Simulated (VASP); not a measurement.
# PPt (P6_3mc) in VASP: further runs

Runs on PPt. Level: PBEsol. Tasks: relaxation of shape and atoms at fixed volume, single point.

Everything below comes from runs of VASP 6.6.1. Logs are shortened: lines on timing, memory, paths and dates and some standing lists are left out, and cuts for length are marked.

## Step 1: The cell of the first run

Symmetry: P6_3mc, No. 186, hexagonal system. Conventional cell: a = 3.518 Å, b = 3.518 Å, c = 6.598 Å, α = 90.00°, β = 90.00°, γ = 120.00°. Within 3.0 Å of Pt (site symmetry 3m) lie 4 P at 2.26 to 2.31 Å. Within 3.0 Å of P (site symmetry 3m) lie 4 Pt at 2.26 to 2.31 Å.

## Step 2: Relaxation of shape and atoms at fixed volume, PBEsol (17.68 Å³/atom)

INCAR reads:

```
SYSTEM = PPt
  PREC = Accurate
  ENCUT = 600
  EDIFF = 1E-6
  ISMEAR = 0
  SIGMA = 0.05
  LREAL = .FALSE.
  LASPH = .TRUE.
  NELM = 80
  ALGO = Normal
  ISIF = 4
  LWAVE = .FALSE.
  LCHARG = .FALSE.
  GGA = PS
  IBRION = 2
  NSW = 60
  EDIFFG = -0.01
```

KPOINTS reads:

```
regular mesh
0
G
  10 10 6
  0 0 0
```

POSCAR reads:

```
PPt
1.0
    3.5181533632      0.0000000000      0.0000000000
   -1.7590766816      3.0468101870      0.0000000000
    0.0000000000      0.0000000000      6.5982879186
Pt P
2 2
Direct
    0.6666666667      0.3333333333     -0.0120809590
    0.3333333333      0.6666666667      0.4879190410
    0.6666666667      0.3333333333      0.6372809590
    0.3333333333      0.6666666667      0.1372809590
```

Potentials or basis: VASP PAW PBE potentials, release 64 (Pt, P).

Run with:

```sh
> cat potpaw_PBE.64/Pt/POTCAR potpaw_PBE.64/P/POTCAR > POTCAR
> mpirun -np 1 vasp_std > vasp.out
```

OUTCAR:

```text
SYSTEM = PPt
   PREC = Accurate
   ENCUT = 600
   EDIFF = 1E-6
   ISMEAR = 0
   LREAL = .FALSE.
   LASPH = .TRUE.
   NELM = 80
   ISIF = 4
   GGA = PS
   IBRION = 2
   NSW = 60
   EDIFFG = -0.01

 ion  position               nearest neighbor table
   1  0.667  0.333  0.988-   4 2.26   4 2.26   4 2.26   3 2.31
   2  0.333  0.667  0.488-   3 2.26   3 2.26   3 2.26   4 2.31
   3  0.667  0.333  0.637-   2 2.26   2 2.26   2 2.26   1 2.31
   4  0.333  0.667  0.137-   1 2.26   1 2.26   1 2.26   2 2.31

  LATTYP: Found a hexagonal cell.
 ALAT       =     3.5181533632
 C/A-ratio  =     1.8754975231

  Lattice vectors:

 A1 = (   3.5181533632,   0.0000000000,   0.0000000000)
 A2 = (  -1.7590766816,   3.0468101870,   0.0000000000)
 A3 = (   0.0000000000,   0.0000000000,   6.5982879186)

Analysis of symmetry for initial positions (statically):
=====================================================================
 Subroutine PRICEL returns:
 Original cell was already a primitive cell.

 Routine SETGRP: Setting up the symmetry group for a
 hexagonal supercell.

 Subroutine GETGRP returns: Found 12 space group operations
 (whereof  6 operations were pure point group operations)
 out of a pool of 24 trial point group operations.

The static configuration has the point symmetry C_3v.
 The point group associated with its full space group is C_6v.

Analysis of symmetry for dynamics (positions and initial velocities):
=====================================================================
 Subroutine PRICEL returns:
 Original cell was already a primitive cell.

 Routine SETGRP: Setting up the symmetry group for a
 hexagonal supercell.

 Subroutine GETGRP returns: Found 12 space group operations
 (whereof  6 operations were pure point group operations)
 out of a pool of 24 trial point group operations.

The dynamic configuration has the point symmetry C_3v.
 The point group associated with its full space group is C_6v.

 Subroutine INISYM returns: Found 12 space group operations
 (whereof  6 operations are pure point group operations),
 and found     1 'primitive' translations

----------------------------------------------------------------------------------------

                                     Primitive cell

  volume of cell :      70.7280

  direct lattice vectors                    reciprocal lattice vectors
     3.518153363  0.000000000  0.000000000     0.284240025  0.164106055  0.000000000
    -1.759076682  3.046810187  0.000000000     0.000000000  0.328212110  0.000000000
     0.000000000  0.000000000  6.598287919     0.000000000  0.000000000  0.151554466

  length of vectors
     3.518153363  3.518153363  6.598287919     0.328212110  0.328212110  0.151554466

  position of ions in fractional coordinates (direct lattice)
     0.666666667  0.333333333  0.987919041
     0.333333333  0.666666667  0.487919041
     0.666666667  0.333333333  0.637280959
     0.333333333  0.666666667  0.137280959

  ion indices of the primitive-cell ions
   primitive index   ion index
                 1           1
                 2           2
                 3           3
                 4           4

----------------------------------------------------------------------------------------

 KPOINTS: regular mesh

Automatic generation of k-mesh.
 Grid dimensions read from file:
 generate k-points for:   10   10    6

 Generating k-lattice:

  Cartesian coordinates                     Fractional coordinates (reciprocal lattice)
     0.028424003  0.016410605  0.000000000     0.100000000 -0.000000000  0.000000000
     0.000000000  0.032821211  0.000000000     0.000000000  0.100000000  0.000000000
     0.000000000  0.000000000  0.025259078     0.000000000  0.000000000  0.166666667

  Length of vectors
     0.032821211  0.032821211  0.025259078

  Shift w.r.t. Gamma in fractional coordinates (k-lattice)
     0.000000000  0.000000000  0.000000000

 Subroutine IBZKPT returns following result:
 ===========================================

 Found     56 irreducible k-points:

 Following reciprocal coordinates:
            Coordinates               Weight
  0.000000  0.000000  0.000000      1.000000
  0.100000  0.000000  0.000000      6.000000
  0.200000  0.000000  0.000000      6.000000
  0.300000  0.000000  0.000000      6.000000
  0.400000  0.000000  0.000000      6.000000
  0.500000 -0.000000  0.000000      3.000000
[... 16 lines left out ...]
  0.300000  0.100000  0.166667     24.000000
  0.400000  0.100000  0.166667     24.000000
 [... further k-points ...]
   k-points           NKPTS =     56   k-points in BZ     NKDIM =     56   number of bands    NBANDS=     19
   number of dos      NEDOS =    301   number of ions     NIONS =      4
   total plane-waves  NPLWV =  42336
   dimension x,y,z NGX =    28 NGY =   28 NGZ =   54
   dimension x,y,z NGXF=    56 NGYF=   56 NGZF=  108
   ions per type =               2   2
   NGX,Y,Z   is equivalent  to a cutoff of  13.23, 13.23, 13.61 a.u.
   NGXF,Y,Z  is equivalent  to a cutoff of  26.46, 26.46, 27.21 a.u.
 SYSTEM =  PPt
   PREC   = accura    normal or accurate (medium, high low for compatibility)
   ISTART =      0    job   : 0-new  1-cont  2-samecut
   ICHARG =      2    charge: 1-file 2-atom 10-const
   ISPIN  =      1    spin polarized calculation?
   LNONCOLLINEAR =      F non collinear calculations
   LSORBIT =      F    spin-orbit coupling
   LASPH  =      T    aspherical Exc in radial PAW
   ENCUT  =  600.0 eV  44.10 Ry    6.64 a.u.   7.03  7.03 13.18*2*pi/ulx,y,z
   NELM   =     80;   NELMIN=  2; NELMDL= -5     # of ELM steps
   EDIFF  = 0.1E-05   stopping-criterion for ELM
   LREAL  =      F    real-space projection
   EDIFFG = -.1E-01   stopping-criterion for IOM
   NSW    =     60    number of steps for IOM
   IBRION =      2    ionic relax: 0-MD 1-quasi-New 2-CG
   NFREE  =      1    steps in history (QN), initial steepest desc. (CG)
   ISIF   =      4    stress and relaxation
   ISYM   =      2    0-nonsym 1-usesym 2-fastsym
   POTIM  = 0.5000    time-step for ionic-motion
   TEBEG  =    0.0;   TEEND  =   0.0 temperature during run
   PSTRESS=    0.0 pullay stress
   NELECT =      30.0000    total number of electrons
   NUPDOWN=      -1.0000    fix difference up-down
   EMIN   =  10.00;   EMAX   =-10.00  energy-range for DOS
   EFERMI =   0.00;   METHOD = LEGACY
   ISMEAR =     0;   SIGMA  =   0.05  broadening in eV -4-tet -1-fermi 0-gaus
   EFERMI_NEDOS =   21; number of points for ismear=-14 and -15
   IALGO  =     38    algorithm
   IMIX   =      4    mixing-type and parameters
     AMIX     =   0.40;   BMIX     =  1.00
     AMIX_MAG =   1.60;   BMIX_MAG =  1.00
  volume/ion in A,a.u.               =      17.68       119.32
  Fermi-wavevector in a.u.,A,eV,Ry     =   1.230037  2.324433 20.585486  1.512991
  Thomas-Fermi vector in A             =   2.364901
   LORBIT       =      0    0 simple, 1 ext, 2 COOP (PROOUT), +10 PAW based schemes
   GGA     = PS    functional components
   LHFCALC =     F    Hartree Fock is set to
   AEXX    =    0.0000 exact exchange contribution
   IVDW    =     0    specifies the selected vdW correction
   LEPSILON=     F    determine dielectric tensor
   LRPA    =     F    only Hartree local field effects (RPA)
 conjugate gradient relaxation of ions
 non-spin polarized calculation
 Gauss-broadening in eV      SIGMA  =   0.05
  energy-cutoff  :      600.00
  volume of cell :       70.73
 maximum number of plane-waves:      2384
   NGX = 15   NGY = 15   NGZ = 27

--------------------------------------- Ionic step        1  -------------------------------------------

 number of electron      29.9999999 magnetization

 Free energy of the ion-electron system (eV)
  ---------------------------------------------------
  ext. energy  EPLUGINS =         0.00000000
  ---------------------------------------------------
  free energy    TOTEN  =       -26.65197408 eV

  energy without entropy =      -26.65119192  energy(sigma->0) =      -26.65158300

------------------------ aborting loop because EDIFF is reached ----------------------------------------

  FORCE on cell =-STRESS in cart. coord.  units (eV):
  Direction    XX          YY          ZZ          XY          YZ          ZX
  --------------------------------------------------------------------------------------
  -------------------------------------------------------------------------------------
  Total        2.7427570      2.7427570      2.9639972      0.0000000      0.0000000      0.0000000
  in kB       62.1307334     62.1307334     67.1424125      0.0000000      0.0000000      0.0000000
  external PRESSURE =      63.8012931 kB  Pullay stress =       0.0000000 kB
[... 95 lines left out ...]
  FREE ENERGIE OF THE ION-ELECTRON SYSTEM (eV)
  ---------------------------------------------------
  free  energy   TOTEN  =       -26.6536965164 eV

  energy  without entropy=      -26.6529647981  energy(sigma->0) =      -26.65333066

[... ionic steps 4 to 14 ...]

--------------------------------------- Ionic step       15  -------------------------------------------

 number of electron      29.9999999 magnetization

------------------------ aborting loop because EDIFF is reached ----------------------------------------

  FORCE on cell =-STRESS in cart. coord.  units (eV):
  Direction    XX          YY          ZZ          XY          YZ          ZX
  --------------------------------------------------------------------------------------
  -------------------------------------------------------------------------------------
  Total        0.1492757      0.1492757      0.0425109      0.0000000     -0.0000000      0.0000000
  in kB        3.3814917      3.3814917      0.9629850      0.0000000     -0.0000000      0.0000000
  external PRESSURE =       2.5753228 kB  Pullay stress =       0.0000000 kB
[... 61 lines left out ...]
  energy  without entropy=      -26.7243453124  energy(sigma->0) =      -26.72519693

--------------------------------------- Ionic step       17  -------------------------------------------

 number of electron      29.9999999 magnetization

 Free energy of the ion-electron system (eV)
  ---------------------------------------------------
  ext. energy  EPLUGINS =         0.00000000
  ---------------------------------------------------
  free energy    TOTEN  =       -26.72604947 eV

  energy without entropy =      -26.72433840  energy(sigma->0) =      -26.72519393

 E-fermi :   8.1549     XC(G=0): -11.3847

 val. band max:        8.1142734219   @ k =   0.0000   0.0000   0.1667
 cond. band min:       8.1751196828   @ k =   0.3000   0.1000   0.5000
 fundamental gap:      0.0608462608
 Fermi energy:         8.1549090851

 k-point     1 :       0.0000    0.0000    0.0000
  band No.  band energies     occupation
      1      -5.4391      2.00000
      2      -4.2695      2.00000
      3       0.7881      2.00000
      4       1.3770      2.00000
      5       2.5390      2.00000
      6       2.5390      2.00000
[... 11 lines left out ...]
     18      12.1829      0.00000
     19      12.1829      0.00000
[... 489 lines left out ...]
      3       1.0119      2.00000
      4       1.2344      2.00000
      5       2.1503      2.00000
      6       2.6176      2.00000
[... 11 lines left out ...]
     18      10.3141      0.00000
     19      12.5772      0.00000

 [... further k-points ...]

------------------------ aborting loop because EDIFF is reached ----------------------------------------

  FORCE on cell =-STRESS in cart. coord.  units (eV):
  Direction    XX          YY          ZZ          XY          YZ          ZX
  --------------------------------------------------------------------------------------
  -------------------------------------------------------------------------------------
  Total        0.1323559      0.1323559      0.1271587      0.0000000      0.0000000      0.0000000
  in kB        2.9982124      2.9982124      2.8804833      0.0000000      0.0000000      0.0000000
  external PRESSURE =       2.9589694 kB  Pullay stress =       0.0000000 kB
[... 19 lines left out ...]
  FREE ENERGIE OF THE ION-ELECTRON SYSTEM (eV)
  ---------------------------------------------------
  free  energy   TOTEN  =       -26.7260494662 eV

  energy  without entropy=      -26.7243384016  energy(sigma->0) =      -26.72519393

 reached required accuracy - stopping structural energy minimisation
```

It took 5.1 min on 1 thread of Intel Xeon 6975P-C (Granite Rapids), shared host; peak memory 0.26 GiB.

Results:

- Free energy: -26.7260 eV
- Energy gained by relaxing: 18.5 meV/atom
- Ionic steps: 17
- Pressure after relaxing: 0.3 GPa
- Largest force after relaxing: 0.009 eV/Å
- Band gap on the k mesh: zero (bands 15 and 16 overlap by 3.88 eV)

Forces on the atoms (eV/Å):
```
Pt   0.000  0.000 -0.009
Pt   0.000  0.000 -0.009
P    0.000  0.000  0.009
P    0.000  0.000  0.009
```

The path:
```
step  energy change (eV)  largest force (eV/Å)  pressure (GPa)  volume (Å³)
   1              0.0000                0.1129            6.38        70.73
   2             -0.0017                0.0179            6.09        70.73
   3             -0.0017                0.0456            6.03        70.73
   4             -0.0030                0.0324            5.87        70.73
   5             -0.0040                0.0178            5.67        70.73
   6             -0.0064                0.0183            5.28        70.73
   7             -0.0211                0.1969            4.42        70.73
   8             -0.0626                0.1985            2.32        70.73
   9             -0.0382                0.0448           -3.49        70.73
  10             -0.0724                0.1399            0.97        70.73
  11             -0.0727                0.1393            0.71        70.73
  12             -0.0732                0.0362           -0.17        70.73
  13             -0.0734                0.0625            0.13        70.73
  14             -0.0734                0.0691            0.19        70.73
  15             -0.0740                0.0306            0.26        70.73
  16             -0.0741                0.0108            0.29        70.73
  17             -0.0741                0.0088            0.30        70.73
```

Final structure:
```xyz
4
Lattice="3.3663 0.0000 0.0000 -1.6832 2.9153 0.0000 0.0000 0.0000 7.2068" Properties=species:S:1:pos:R:3 pbc="T T T"
Pt    1.6832    0.9718    7.0575
Pt    0.0000    1.9436    3.4540
P     1.6832    0.9718    4.6551
P     0.0000    1.9436    1.0517
```

Caveat: the PAW data sets were made with another functional, which shifts forces and pressure a little; spin-orbit coupling is left out, which moves the levels of the heavy elements.

(Part 1 of 3 ends here.)

The gap in the log of VASP goes by the Fermi energy; the results here count the filled bands.